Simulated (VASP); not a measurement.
Input of a VASP 6.6.1 run:

File INCAR:

```
PREC = Accurate
ENCUT = 600
EDIFF = 1E-7
ISMEAR = 0
SIGMA = 0.1
LREAL = F
LASPH = T
NELM = 60
ALGO = Normal
ISIF = 3
LWAVE = F
LCHARG = F
GGA = PS
IBRION = 2
NSW = 90
EDIFFG = -0.04
```

File KPOINTS:

```
regular mesh
0
Gamma
  8 8 8
```

The input POSCAR:

```
Cr
1.0
   -2.3090310874      2.3090310874      1.2596190817
    2.3090310874     -2.3090310874      1.2596190817
    2.3090310874      2.3090310874     -1.2596190817
Cr
2
Direct
    0.0000000000      0.0000000000      0.0000000000
    0.7500000000      0.2500000000      0.5000000000
```

Potentials or basis: VASP PAW PBE potentials, release 64 (Cr_pv).

The run is started by

```sh
$ cat potpaw_PBE.64/Cr_pv/POTCAR > POTCAR
$ mpirun -np 1 vasp_std > vasp.out
```

(1) Estimate the space group after relaxing (to 0.1 Å).

(2) Predict the relaxed cell.

(3) Predict the relaxed volume.

(4) Predict the band gap on the k mesh.

Results:

(1) I4_1/amd (No. 141).

(2) a = 3.357 Å, b = 3.357 Å, c = 3.357 Å, α = 97.45°, β = 97.45°, γ = 137.78°.

(3) 11.86 Å³/atom.

(4) zero (bands 12 and 13 overlap by 1.37 eV).

Caveat: the PAW data sets were made with another functional, which shifts forces and pressure a little; the run has no spin polarisation, though such a crystal can be magnetic.
